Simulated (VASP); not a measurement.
# Mn (Fd-3m) in VASP: a series of runs

Runs on Mn. Level: PBEsol. Tasks: single point, relaxation of cell and atoms.

All numbers are computed with VASP 6.6.1; they aren't measurements. Logs are shortened: lines on timing, memory, paths and dates and some standing lists are left out, and cuts for length are marked.

## (1) The cell of the first run

The structure is cubic, space group Fd-3m (No. 227). The conventional cell has a = 4.882 Å, b = 4.882 Å, c = 4.882 Å, α = 90.00°, β = 90.00°, γ = 90.00°. Within 2.8 Å of Mn (site symmetry -43m) lie 4 Mn at 2.11 Å.

## (2) Single point, PBEsol

INCAR

```
SYSTEM = Mn
PREC     = Accurate       ! precision mode
ENCUT    = 520            ! plane-wave cutoff, eV
EDIFF    = 1E-7           ! SCF threshold, eV
ISMEAR   = 0              ! smearing method
SIGMA    = 0.1            ! smearing width, eV
LREAL    = .False.        ! projectors in reciprocal space
LASPH    = .True.         ! aspherical terms in the spheres
NELM     = 100            ! most SCF steps
ALGO     = Normal         ! electronic algorithm
ISIF     = 2              ! what is computed and relaxed
LWAVE    = .False.        ! write WAVECAR
LCHARG   = .True.         ! write CHGCAR
GGA      = PS             ! functional
LELF     = .True.         ! ELF
LVHAR    = .True.       
NBANDS   = 20             ! bands
```

KPOINTS

```
regular mesh
0
Gamma
  20 20 20
  0 0 0
```

POSCAR

```
Mn
1.0
    0.0000000000      2.4411885590      2.4411885590
    2.4411885590      0.0000000000      2.4411885590
    2.4411885590      2.4411885590      0.0000000000
Mn
2
Direct
    0.5000000000      0.5000000000      0.5000000000
    0.7500000000      0.7500000000      0.7500000000
```

Potentials or basis: VASP PAW PBE potentials, release 64 (Mn_pv).

The run is started by

```bash
$ cat potpaw_PBE.64/Mn_pv/POTCAR > POTCAR
$ mpirun -np 1 vasp_std > vasp.out
```

OUTCAR:

```text
SYSTEM = Mn
   PREC = Accurate
   ENCUT = 520
   EDIFF = 1E-7
   ISMEAR = 0
   LREAL = .False.
   LASPH = .True.
   NELM = 100
   ISIF = 2
   GGA = PS

 ion  position               nearest neighbor table
   1  0.500  0.500  0.500-   2 2.11   2 2.11   2 2.11   2 2.11
   2  0.750  0.750  0.750-   1 2.11   1 2.11   1 2.11   1 2.11

  LATTYP: Found a face centered cubic cell.
 ALAT       =     4.8823771180

  Lattice vectors:

 A1 = (   0.0000000000,   2.4411885590,   2.4411885590)
 A2 = (   2.4411885590,   0.0000000000,   2.4411885590)
 A3 = (   2.4411885590,   2.4411885590,   0.0000000000)

Analysis of symmetry for initial positions (statically):
=====================================================================
 Subroutine PRICEL returns:
 Original cell was already a primitive cell.

 Routine SETGRP: Setting up the symmetry group for a
 face centered cubic supercell.

 Subroutine GETGRP returns: Found 48 space group operations
 (whereof 24 operations were pure point group operations)
 out of a pool of 48 trial point group operations.

The static configuration has the point symmetry T_d .
 The point group associated with its full space group is O_h .

Analysis of symmetry for dynamics (positions and initial velocities):
=====================================================================
 Subroutine PRICEL returns:
 Original cell was already a primitive cell.

 Routine SETGRP: Setting up the symmetry group for a
 face centered cubic supercell.

 Subroutine GETGRP returns: Found 48 space group operations
 (whereof 24 operations were pure point group operations)
 out of a pool of 48 trial point group operations.

The dynamic configuration has the point symmetry T_d .
 The point group associated with its full space group is O_h .

 Subroutine INISYM returns: Found 48 space group operations
 (whereof 24 operations are pure point group operations),
 and found     1 'primitive' translations

----------------------------------------------------------------------------------------

                                     Primitive cell

  volume of cell :      29.0960

  direct lattice vectors                    reciprocal lattice vectors
     0.000000000  2.441188559  2.441188559    -0.204818263  0.204818263  0.204818263
     2.441188559  0.000000000  2.441188559     0.204818263 -0.204818263  0.204818263
     2.441188559  2.441188559  0.000000000     0.204818263  0.204818263 -0.204818263

  length of vectors
     3.452361968  3.452361968  3.452361968     0.354755638  0.354755638  0.354755638

  position of ions in fractional coordinates (direct lattice)
     0.500000000  0.500000000  0.500000000
     0.750000000  0.750000000  0.750000000

  ion indices of the primitive-cell ions
   primitive index   ion index
                 1           1
                 2           2

----------------------------------------------------------------------------------------

 KPOINTS: regular mesh

Automatic generation of k-mesh.
 Grid dimensions read from file:
 generate k-points for:   20   20   20

 Generating k-lattice:

  Cartesian coordinates                     Fractional coordinates (reciprocal lattice)
    -0.010240913  0.010240913  0.010240913     0.050000000  0.000000000  0.000000000
     0.010240913 -0.010240913  0.010240913     0.000000000  0.050000000  0.000000000
     0.010240913  0.010240913 -0.010240913     0.000000000  0.000000000  0.050000000

  Length of vectors
     0.017737782  0.017737782  0.017737782

  Shift w.r.t. Gamma in fractional coordinates (k-lattice)
     0.000000000  0.000000000  0.000000000

 Subroutine IBZKPT returns following result:
 ===========================================

 Found    256 irreducible k-points:

 Following reciprocal coordinates:
            Coordinates               Weight
  0.000000  0.000000  0.000000      1.000000
  0.050000  0.000000  0.000000      8.000000
  0.100000  0.000000  0.000000      8.000000
  0.150000  0.000000  0.000000      8.000000
  0.200000  0.000000  0.000000      8.000000
  0.250000  0.000000  0.000000      8.000000
[... 16 lines left out ...]
 -0.400000  0.050000  0.000000     24.000000
 -0.350000  0.050000  0.000000     24.000000
 [... further k-points ...]
   k-points           NKPTS =    256   k-points in BZ     NKDIM =    256   number of bands    NBANDS=     20
   number of dos      NEDOS =    301   number of ions     NIONS =      2
   total plane-waves  NPLWV =  21952
   dimension x,y,z NGX =    28 NGY =   28 NGZ =   28
   dimension x,y,z NGXF=    56 NGYF=   56 NGZF=   56
   ions per type =               2
   NGX,Y,Z   is equivalent  to a cutoff of  13.48, 13.48, 13.48 a.u.
   NGXF,Y,Z  is equivalent  to a cutoff of  26.97, 26.97, 26.97 a.u.
 SYSTEM =  Mn
   PREC   = accura    normal or accurate (medium, high low for compatibility)
   ISTART =      0    job   : 0-new  1-cont  2-samecut
   ICHARG =      2    charge: 1-file 2-atom 10-const
   ISPIN  =      1    spin polarized calculation?
   LNONCOLLINEAR =      F non collinear calculations
   LSORBIT =      F    spin-orbit coupling
   LASPH  =      T    aspherical Exc in radial PAW
   ENCUT  =  520.0 eV  38.22 Ry    6.18 a.u.   6.42  6.42  6.42*2*pi/ulx,y,z
   NELM   =    100;   NELMIN=  2; NELMDL= -5     # of ELM steps
   EDIFF  = 0.1E-06   stopping-criterion for ELM
   LREAL  =      F    real-space projection
   EDIFFG = 0.1E-05   stopping-criterion for IOM
   NSW    =      0    number of steps for IOM
   IBRION =     -1    ionic relax: 0-MD 1-quasi-New 2-CG
   NFREE  =      0    steps in history (QN), initial steepest desc. (CG)
   ISIF   =      2    stress and relaxation
   ISYM   =      2    0-nonsym 1-usesym 2-fastsym
   POTIM  = 0.5000    time-step for ionic-motion
   TEBEG  =    0.0;   TEEND  =   0.0 temperature during run
   PSTRESS=    0.0 pullay stress
   NELECT =      26.0000    total number of electrons
   NUPDOWN=      -1.0000    fix difference up-down
   EMIN   =  10.00;   EMAX   =-10.00  energy-range for DOS
   EFERMI =   0.00;   METHOD = LEGACY
   ISMEAR =     0;   SIGMA  =   0.10  broadening in eV -4-tet -1-fermi 0-gaus
   EFERMI_NEDOS =   21; number of points for ismear=-14 and -15
   IALGO  =     38    algorithm
   IMIX   =      4    mixing-type and parameters
     AMIX     =   0.40;   BMIX     =  1.00
     AMIX_MAG =   1.60;   BMIX_MAG =  1.00
  volume/ion in A,a.u.               =      14.55        98.17
  Fermi-wavevector in a.u.,A,eV,Ry     =   1.576841  2.979798 33.829909  2.486428
  Thomas-Fermi vector in A             =   2.677613
   LORBIT       =      0    0 simple, 1 ext, 2 COOP (PROOUT), +10 PAW based schemes
   GGA     = PS    functional components
   LHFCALC =     F    Hartree Fock is set to
   AEXX    =    0.0000 exact exchange contribution
   IVDW    =     0    specifies the selected vdW correction
   LEPSILON=     F    determine dielectric tensor
   LRPA    =     F    only Hartree local field effects (RPA)
 non-spin polarized calculation
 Gauss-broadening in eV      SIGMA  =   0.10
  energy-cutoff  :      520.00
  volume of cell :       29.10
 maximum number of plane-waves:       817
 NGX is ok and might be reduce to    28
   NGX = 13   NGY = 13   NGZ = 13

 number of electron      26.0000005 magnetization

 Free energy of the ion-electron system (eV)
  ---------------------------------------------------
  ext. energy  EPLUGINS =         0.00000000
  ---------------------------------------------------
  free energy    TOTEN  =       -16.46703781 eV

  energy without entropy =      -16.45946244  energy(sigma->0) =      -16.46325012

 E-fermi :   6.3162     XC(G=0): -12.0911

 val. band max:        6.3103374693   @ k =  -0.3000   0.4000   0.1500
 cond. band min:       6.3181803441   @ k =  -0.3500   0.4000   0.1000
 fundamental gap:      0.0078428748
 Fermi energy:         6.3162350137

 k-point     1 :       0.0000    0.0000    0.0000
  band No.  band energies     occupation
      1     -41.4632      2.00000
      2     -41.4632      2.00000
      3     -41.4632      2.00000
      4     -40.6572      2.00000
      5     -40.6572      2.00000
      6     -40.6572      2.00000
[... 12 lines left out ...]
     19      21.2217      0.00000
     20      21.2217      0.00000

 k-point     2 :       0.0500    0.0000    0.0000
  band No.  band energies     occupation
      1     -41.4658      2.00000
      2     -41.4658      2.00000
      3     -41.4632      2.00000
      4     -40.6577      2.00000
      5     -40.6545      2.00000
      6     -40.6545      2.00000
[... 12 lines left out ...]
     19      20.8215      0.00000
     20      20.8215      0.00000

 k-point     3 :       0.1000    0.0000    0.0000
  band No.  band energies     occupation
      1     -41.4734      2.00000
      2     -41.4734      2.00000
      3     -41.4633      2.00000
      4     -40.6593      2.00000
      5     -40.6469      2.00000
      6     -40.6469      2.00000
[... 12 lines left out ...]
     19      20.3041      0.00000
     20      20.3041      0.00000

 k-point     4 :       0.1500    0.0000    0.0000
  band No.  band energies     occupation
      1     -41.4848      2.00000
      2     -41.4848      2.00000
      3     -41.4635      2.00000
      4     -40.6616      2.00000
      5     -40.6354      2.00000
      6     -40.6354      2.00000
[... 12 lines left out ...]
     19      19.8186      0.00000
     20      19.8186      0.00000

 k-point     5 :       0.2000    0.0000    0.0000
  band No.  band energies     occupation
      1     -41.4988      2.00000
      2     -41.4988      2.00000
      3     -41.4639      2.00000
      4     -40.6643      2.00000
      5     -40.6213      2.00000
      6     -40.6213      2.00000
[... 12 lines left out ...]
     19      19.3737      0.00000
     20      19.3737      0.00000
[... 353 lines left out ...]
      6     -40.5499      2.00000
[... 12 lines left out ...]
     19      17.5846      0.00000
     20      17.6350      0.00000

 k-point    22 :      -0.4500    0.0500    0.0000
  band No.  band energies     occupation
      1     -41.5736      2.00000
      2     -41.5592      2.00000
      3     -41.4500      2.00000
      4     -40.6892      2.00000
      5     -40.5603      2.00000
      6     -40.5490      2.00000
[... 12 lines left out ...]
     19      17.4054      0.00000
     20      17.8511      0.00000

 k-point    23 :      -0.4000    0.0500    0.0000
  band No.  band energies     occupation
      1     -41.5699      2.00000
      2     -41.5526      2.00000
      3     -41.4504      2.00000
      4     -40.6878      2.00000
      5     -40.5670      2.00000
      6     -40.5525      2.00000
[... 12 lines left out ...]
     19      17.3418      0.00000
     20      18.1752      0.00000

 k-point    24 :      -0.3500    0.0500    0.0000
  band No.  band energies     occupation
      1     -41.5620      2.00000
      2     -41.5424      2.00000
      3     -41.4510      2.00000
      4     -40.6855      2.00000
      5     -40.5773      2.00000
      6     -40.5602      2.00000
[... 12 lines left out ...]
     19      17.3903      0.00000
     20      18.5901      0.00000

 [... further k-points ...]

------------------------ aborting loop because EDIFF is reached ----------------------------------------

  FORCE on cell =-STRESS in cart. coord.  units (eV):
  Direction    XX          YY          ZZ          XY          YZ          ZX
  --------------------------------------------------------------------------------------
  -------------------------------------------------------------------------------------
  Total        0.1205456      0.1205456      0.1205456     -0.0000000      0.0000000      0.0000000
  in kB        6.6378571      6.6378571      6.6378571     -0.0000000      0.0000000      0.0000000
  external PRESSURE =       6.6378571 kB  Pullay stress =       0.0000000 kB

 VOLUME and BASIS-vectors are now :
 -----------------------------------------------------------------------------
  energy-cutoff  :      520.00
  volume of cell :       29.10
      direct lattice vectors                 reciprocal lattice vectors
     0.000000000  2.441188559  2.441188559    -0.204818263  0.204818263  0.204818263
     2.441188559  0.000000000  2.441188559     0.204818263 -0.204818263  0.204818263
     2.441188559  2.441188559  0.000000000     0.204818263  0.204818263 -0.204818263

 POSITION                                       TOTAL-FORCE (eV/Angst)
 -----------------------------------------------------------------------------------
      2.44119      2.44119      2.44119         0.000000     -0.000000     -0.000000
      3.66178      3.66178      3.66178        -0.000000      0.000000      0.000000
 -----------------------------------------------------------------------------------
    total drift:                                0.000000      0.000000      0.000000

  FREE ENERGIE OF THE ION-ELECTRON SYSTEM (eV)
  ---------------------------------------------------
  free  energy   TOTEN  =       -16.4670378088 eV

  energy  without entropy=      -16.4594624391  energy(sigma->0) =      -16.46325012
```

It took 2 min on 1 thread of Intel Xeon Platinum 8259CL at 2.50GHz (Skylake/Cascade Lake), shared host; peak memory 0.24 GiB.

What came out:

* Free energy: -16.4670 eV
* Pressure: 0.7 GPa
* Band gap on the k mesh: zero (band 13 reaches 6.78 eV, above the bottom of band 14 at 6.05 eV)

Levels at points of the mesh, in eV from the Fermi level:
```
           k point  band 11  band 12  band 13  band 14  band 15  band 16
(0.00, 0.00, 0.00)    -1.75    -1.75     0.47     0.47     0.47     2.40
(0.50, 0.00, 0.00)    -1.80    -1.80    -0.43     1.14     1.14     2.10
(0.50, 0.50, 0.00)    -0.55    -0.55     0.06     0.06     2.33     2.33
```

Caveat: the PAW data sets were made with another functional, which shifts forces and pressure a little; the run has no spin polarisation, though such a crystal can be magnetic. Spin polarisation is off, so any magnetic state and its effect on volume and gap are missing.

## (3) Relaxation of cell and atoms, PBEsol

This run uses another cell than the first one, of 14.88 Å³/atom, 1.023 times its volume.

INCAR

```
PREC = Accurate ; ENCUT = 600
EDIFF = 1E-6 ; ISMEAR = 0
SIGMA = 0.1 ; LREAL = False
LASPH = True ; NELM = 100
ALGO = Normal ; ISIF = 3
LWAVE = False ; LCHARG = False
GGA = PS ; IBRION = 2
NSW = 100 ; EDIFFG = -0.01
```

KPOINTS

```
regular mesh
0
Gamma
  20 20 20
```

POSCAR

```
Mn
1.0
    0.0000000000      2.4594973184      2.4594973184
    2.4594973184      0.0000000000      2.4594973184
    2.4594973184      2.4594973184      0.0000000000
Mn
2
Direct
    0.5000000000      0.5000000000      0.5000000000
    0.7500000000      0.7500000000      0.7500000000
```

Potentials or basis: VASP PAW PBE potentials, release 64 (Mn_pv).

The run is started by

```bash
$ cat potpaw_PBE.64/Mn_pv/POTCAR > POTCAR
$ mpirun -np 1 vasp_std > vasp.out
```

Wall time 4 min (1 thread of Intel Xeon Platinum 8259CL at 2.50GHz (Skylake/Cascade Lake), shared host); peak memory 0.26 GiB.

Results (log left out):

* Free energy: -16.4680 eV
* Relaxed volume: 14.60 Å³/atom
* Relaxed cell: a = 3.456 Å, b = 3.456 Å, c = 3.456 Å, α = 60.00°, β = 60.00°, γ = 60.00°
* Space group after relaxing (to 0.05 Å): Fd-3m (No. 227)
* Energy gained by relaxing: 2.6 meV/atom
* Ionic steps: 3
* Pressure after relaxing: 0.0 GPa
* Band gap on the k mesh: zero (band 13 reaches 6.74 eV, above the bottom of band 14 at 6.01 eV)

The path:
| step | energy change (eV) | largest force (eV/Å) | pressure (GPa) | volume (Å³) |
| --- | --- | --- | --- | --- |
| 1 | 0.0000 | 0.0000 | -2.98 | 29.76 |
| 2 | 0.0017 | 0.0000 | 3.69 | 28.58 |
| 3 | -0.0053 | 0.0000 | -0.02 | 29.20 |

Final structure:
```xyz
2
Lattice="0.0000 2.4440 2.4440 2.4440 0.0000 2.4440 2.4440 2.4440 0.0000" Properties=species:S:1:pos:R:3 pbc="T T T"
Mn    2.4440    2.4440    2.4440
Mn    3.6660    3.6660    3.6660
```

Levels at points of the mesh, in eV from the Fermi level:
| k point | band 11 | band 12 | band 13 | band 14 | band 15 | band 16 |
| --- | --- | --- | --- | --- | --- | --- |
| (0.00, 0.00, 0.00) | -1.75 | -1.75 | 0.46 | 0.46 | 0.46 | 2.38 |
| (0.50, 0.00, 0.00) | -1.79 | -1.79 | -0.43 | 1.13 | 1.13 | 2.09 |
| (0.50, 0.50, 0.00) | -0.56 | -0.56 | 0.06 | 0.06 | 2.32 | 2.32 |

Caveat: the PAW data sets were made with another functional, which shifts forces and pressure a little; the run has no spin polarisation, though such a crystal can be magnetic. Spin polarisation is off, so any magnetic state and its effect on volume and gap are missing.

## (4) Single point, PBEsol, collinear spin, ferromagnetic start

This run uses another cell than the first one, of 14.88 Å³/atom, 1.023 times its volume.

INCAR

```
ALGO     = Normal         # electronic algorithm
EDIFF    = 1E-7           # SCF threshold, eV
ENCUT    = 520            # plane-wave cutoff, eV
GGA      = PS             # functional
ISIF     = 2              # what is computed and relaxed
ISMEAR   = 0              # smearing method
ISPIN    = 2              # spin polarisation
LASPH    = T              # aspherical terms in the spheres
LCHARG   = F              # write CHGCAR
LMAXMIX  = 4              # l up to which the mixer works
LORBIT   = 11             # projections on sites
LREAL    = F              # projectors in reciprocal space
LWAVE    = F              # write WAVECAR
MAGMOM   = 4 4            # initial moments
NBANDS   = 24             # bands
NELM     = 150            # most SCF steps
PREC     = Accurate       # precision mode
SIGMA    = 0.1            # smearing width, eV
```

KPOINTS

```
k-points
0
Gamma
  6 6 6
```

POSCAR is that of step 3.

The run is started by

```bash
$ cat potpaw_PBE.64/Mn_pv/POTCAR > POTCAR
$ mpirun -np 1 vasp_std > vasp.out
```

It took 14 s on 1 thread of Intel Xeon 6975P-C (Granite Rapids), shared host; peak memory 0.17 GiB.

The run converged. Its results:

| Item | Value |
| --- | --- |
| Free energy | -16.4445 eV |
| Pressure | -2.8 GPa |
| Band gap on the k mesh | zero (filled and empty bands overlap) |
| Net moment | 0.00 μB per cell |
| Valence electrons inside the program's atomic spheres | Mn 12.09 |

Levels at points of the mesh, in eV from the Fermi level:
Spin up:
| k point | band 11 | band 12 | band 13 | band 14 | band 15 | band 16 |
| --- | --- | --- | --- | --- | --- | --- |
| (0.00, 0.00, 0.00) | -1.71 | -1.71 | 0.46 | 0.46 | 0.46 | 2.33 |
| (0.50, 0.00, 0.00) | -1.74 | -1.74 | -0.44 | 1.11 | 1.11 | 2.04 |
| (0.50, 0.50, 0.00) | -0.58 | -0.58 | 0.07 | 0.07 | 2.27 | 2.27 |
Spin down:
| k point | band 10 | band 11 | band 12 | band 13 | band 14 | band 15 | band 16 | band 17 |
| --- | --- | --- | --- | --- | --- | --- | --- | --- |
| (0.00, 0.00, 0.00) | -1.71 | -1.71 | -1.71 | 0.46 | 0.46 | 0.46 | 2.33 | 2.33 |
| (0.50, 0.00, 0.00) | -2.02 | -1.74 | -1.74 | -0.44 | 1.11 | 1.11 | 2.04 | 2.04 |
| (0.50, 0.50, 0.00) | -1.66 | -0.58 | -0.58 | 0.07 | 0.07 | 2.27 | 2.27 | 3.62 |

Caveat: the k points lie up to 0.37 Å⁻¹ apart; the starting moments collapsed, and a magnetic state may lie lower; the PAW data sets were made with another functional, which shifts forces and pressure a little.
